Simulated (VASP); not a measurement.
Wanted: the native input for a VASP 6.6.1 run.

```yaml
Task: single point
Functional: PBE
Potentials_or_basis: VASP PAW PBE potentials, release 64 (Pb_d, S)
Cutoff: 500 eV
k_mesh: 3 × 3 × 3
Occupations: gaussian, width 0.1 eV
Spin: no spin polarisation
Dipole_correction: no
Further_INCAR_settings: ALGO = Normal; EDIFF = 1e-06; NBANDS = 17
```

The structure of PbS lies in POSCAR:

```
PbS
1.0
    3.6536590000      0.0000000000      0.0000000000
    0.0000000000      3.6536590000      0.0000000000
    0.0000000000      0.0000000000      3.6536590000
Pb S
1 1
Direct
    0.0000000000      0.0000000000      0.0000000000
    0.5000000000      0.5000000000      0.5000000000
```

One way to write it, as run:

INCAR

```
ALGO     = Normal         # electronic algorithm
EDIFF    = 1E-6           # SCF threshold, eV
ENCUT    = 500            # plane-wave cutoff, eV
GGA      = PE             # functional
GGA_COMPAT= F            
ISIF     = 2              # what is computed and relaxed
ISMEAR   = 0              # smearing method
LASPH    = T              # aspherical terms in the spheres
LCHARG   = F              # write CHGCAR
LREAL    = F              # projectors in reciprocal space
LWAVE    = F              # write WAVECAR
NBANDS   = 17             # bands
NELM     = 120            # most SCF steps
PREC     = Accurate       # precision mode
SIGMA    = 0.1            # smearing width, eV
```

KPOINTS

```
k-points
0
Gamma
  3 3 3
```

Potentials or basis: VASP PAW PBE potentials, release 64 (Pb_d, S).

Launch:

```console
$ cat potpaw_PBE.64/Pb_d/POTCAR potpaw_PBE.64/S/POTCAR > POTCAR
$ mpirun -np 1 vasp_std > vasp.out
```

Results of the run:

```
Pressure               : -0.3 GPa
Band gap on the k mesh : 1.90 eV, indirect (least direct gap 2.90 eV)
```

Caveat: the k points lie up to 0.57 Å⁻¹ apart; spin-orbit coupling is left out, which moves the levels of the heavy elements.

Run time: 3.9 s on 1 thread of AMD EPYC 9R45 96-Core Processor (Zen 5), on a shared host, peak memory 0.12 GiB.
